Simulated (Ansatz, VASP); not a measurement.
# Sc: VASP beside Ansatz

File POSCAR:

```
Sc
1.0
    3.3280716152      0.0000000000      0.0000000000
   -1.6640358076      2.8821945644      0.0000000000
    0.0000000000      0.0000000000      5.2121495536
Sc
2
Direct
    0.3333333333      0.6666666667      0.2500000000
    0.6666666667      0.3333333333      0.7500000000
```

File INCAR.step1:

```
SYSTEM = Sc
PREC = Accurate
ENCUT = 520
ISMEAR = -1
SIGMA = 0.1
LREAL = .FALSE.
LASPH = .TRUE.
NELM = 80
NBANDS = 18
GGA = PE
ALGO = Normal
EDIFF = 1E-4
LWAVE = .TRUE.
LCHARG = .FALSE.
```

File INCAR.step2:

```
SYSTEM = Sc
PREC = Accurate
ENCUT = 520
EDIFF = 1E-6
ISMEAR = -1
SIGMA = 0.1
LREAL = .FALSE.
LASPH = .TRUE.
NELM = 80
ALGO = Normal
ISIF = 2
LWAVE = .FALSE.
LCHARG = .FALSE.
METAGGA = R2SCAN
LMIXTAU = .TRUE.
NBANDS = 18
ISTART = 1
```

KPOINTS

```
Automatic mesh
0
G
  9 9 5
  0 0 0
```

Input for Ansatz:

```yaml
crystal:
  lattice:
    - [3.3280716152, 0.0, 0.0]
    - [-1.6640358076, 2.8821945644, 0.0]
    - [0.0, 0.0, 5.2121495536]
  atoms:
    - { symbol: Sc, position: [0.3333333333, 0.6666666667, 0.25] }
    - { symbol: Sc, position: [0.6666666667, 0.3333333333, 0.75] }
hamiltonian:
  xc: r2scan
  pseudopotentials:
    kind: paw
    azcp:
      Sc: "pseudopotentials/Sc.paw.azcp"
basis:
  ecutwfc: 500
  fft_grid_basis: typed
kpoints:
  mp_grid: { grid: [9, 9, 5], shift: [0, 0, 0] }
magnetization:
  spin_polarized: false
scf:
  occupations: { method: fermi_dirac, width: 0.1 }
  lower_state_search: "off"
output:
  stress: true
```

Alike in both runs: task single point; functional r2SCAN; k mesh 9 × 9 × 5; occupations fermi-dirac, width 0.1 eV; no spin polarisation.

|  | VASP | Ansatz |
| --- | --- | --- |
| version | VASP 6.6.1 | Ansatz 0.2.0 |
| potentials or method | VASP PAW PBE potentials, release 64 (Sc_sv), cutoff 520 eV | plane waves (500 eV) with PAW, scalar-relativistic |
| valence electrons in the cell | 22 | 22 |

Ansatz gave:

```
pressure (GPa) : 0.0
```

Which values does VASP return?

Pressure (GPa): 0.2.

VASP's potentials were made for PBE, not for r2SCAN. The functional is the same, so the differences come from potentials, cutoffs and numerics.
